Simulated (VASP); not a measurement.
Here is a VASP 6.6.1 calculation.

INCAR

```
SYSTEM = Rh
  PREC = Accurate
  ENCUT = 520
  EDIFF = 1E-6
  ISMEAR = -1
  SIGMA = 0.1
  LREAL = .FALSE.
  LASPH = .TRUE.
  NELM = 60
  ALGO = Normal
  ISIF = 2
  LWAVE = .FALSE.
  LCHARG = .FALSE.
  GGA = B5
  ALDAX = 1.0
  AGGAX = 1.0
  AGGAC = 1.0
  ALDAC = 0.0
  NBANDS = 38
```

KPOINTS

```
regular mesh
0
G
  15 15 4
  0 0 0
```

The input POSCAR:

```
Rh
1.0
    2.8683312879      0.0000000000      0.0000000000
   -1.4341656439      2.4840477618      0.0000000000
    0.0000000000      0.0000000000      9.3539056842
Rh
4
Direct
    0.0000000000      1.0000000000      0.0000000000
    1.0000000000      1.0000000000      0.5000000000
    0.3333333333      0.6666666667      0.2500000000
    0.6666666667      0.3333333333      0.7500000000
```

Potentials or basis: VASP PAW PBE potentials, release 64 (Rh_pv).

Command:

```console
$ cat potpaw_PBE.64/Rh_pv/POTCAR > POTCAR
$ mpirun -np 1 vasp_std > vasp.out
```

Question: Predict the pressure.

Answer: -17.3 GPa.

Question: Predict the band gap on the k mesh.

Answer: Zero (band 30 reaches 9.76 eV, above the bottom of band 31 at 8.36 eV).

Stress tensor (GPa, compression positive):
```
-17.23   0.00   0.00
  0.00 -17.23   0.00
  0.00   0.00 -17.45
```

Caveat: the PAW data sets were made with another functional, which shifts forces and pressure a little.
